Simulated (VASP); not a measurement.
W:

```xyz
1
Lattice="0.0000 2.0300 2.0300 2.0300 0.0000 2.0300 2.0300 2.0300 0.0000" Properties=species:S:1:pos:R:3 pbc="T T T"
W     0.0000    0.0000    0.0000
```

```yaml
Program: VASP 6.6.1
Task: relaxation of cell and atoms
Functional: PBEsol
Dispersion: D3(BJ)
Potentials_or_basis: VASP PAW PBE potentials, release 64 (W_sv)
Cutoff: 600 eV
k_mesh: 11 × 11 × 11
Occupations: fermi-dirac, width 0.05 eV
Spin: no spin polarisation
```

At the start: pressure -19.1 GPa; volume 16.73 Å³/atom.

Task: How do energy, volume and symmetry change on relaxing?

Result: Over 5 steps the energy falls by 67.7 meV/atom and the volume is 15.66 Å³/atom (-6.4 %); space group Fm-3m (No. 225, to 0.05 Å).

Step by step:
```csv
step,energy change (eV),largest force (eV/Å),pressure (GPa),volume (Å³)
1,0.0000,0.0000,-19.06,16.73
2,0.9603,0.0000,118.93,12.36
3,-0.0667,0.0000,-2.58,15.78
4,-0.0676,0.0000,-0.51,15.68
5,-0.0677,0.0000,0.00,15.66
```

Final structure:
```
W
1.0
     0.00000    1.98568    1.98568
     1.98568    0.00000    1.98568
     1.98568    1.98568    0.00000
W
1
Direct
  0.00000 0.00000 0.00000
```

Caveat: the PAW data sets were made with another functional, which shifts forces and pressure a little; pairwise dispersion overbinds metals, which lowers pressure and volume.
